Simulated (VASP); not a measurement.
Set up this calculation in VASP 6.6.1, as the native input.

| Item | Value |
| --- | --- |
| Task | relaxation of cell and atoms |
| Functional | LDA |
| Potentials or basis | VASP PAW LDA potentials, release 64 (Au) |
| Cutoff | 600 eV |
| k mesh | 20 × 20 × 20 |
| Occupations | fermi-dirac, width 0.15 eV |
| Spin | no spin polarisation |
| Dipole correction | no |
| Further INCAR settings | ALGO = Normal; EDIFF = 1e-06; IBRION = 2; EDIFFG = -0.001; NSW = 80; ISIF = 3 |

The structure of Au lies in POSCAR:

```
Au
1.0
    0.0000000000      2.0241634906      2.0241634906
    2.0241634906      0.0000000000      2.0241634906
    2.0241634906      2.0241634906      0.0000000000
Au
1
Direct
    0.0000000000      0.0000000000      0.0000000000
```

The input as run:

INCAR

```
PREC = Accurate
ENCUT = 600
EDIFF = 1E-6
ISMEAR = -1
SIGMA = 0.15
LREAL = F
LASPH = T
NELM = 80
ALGO = Normal
ISIF = 3
LWAVE = F
LCHARG = F
GGA = CA
IBRION = 2
NSW = 80
EDIFFG = -0.001
```

KPOINTS

```
regular mesh
0
Gamma
  20 20 20
```

Potentials or basis: VASP PAW LDA potentials, release 64 (Au).

Launch:

```sh
$ cat potpaw_LDA.64/Au/POTCAR > POTCAR
$ mpirun -np 1 vasp_std > vasp.out
```

Results of the run:

```json
{
 "Relaxed volume": "16.63 Å³/atom",
 "Relaxed cell": "a = 2.865 Å, b = 2.865 Å, c = 2.865 Å, α = 60.00°, β = 60.00°, γ = 60.00°",
 "Space group after relaxing (to 0.05 Å)": "Fm-3m (No. 225)",
 "Energy gained by relaxing": "0.1 meV/atom",
 "Ionic steps": "3",
 "Pressure after relaxing": "0.0 GPa"
}
```

Run time: 42 s on 1 thread of Intel(R) Xeon(R) Platinum 8259CL CPU @ 2.50GHz (Skylake/Cascade Lake), on a shared host, peak memory 0.17 GiB.
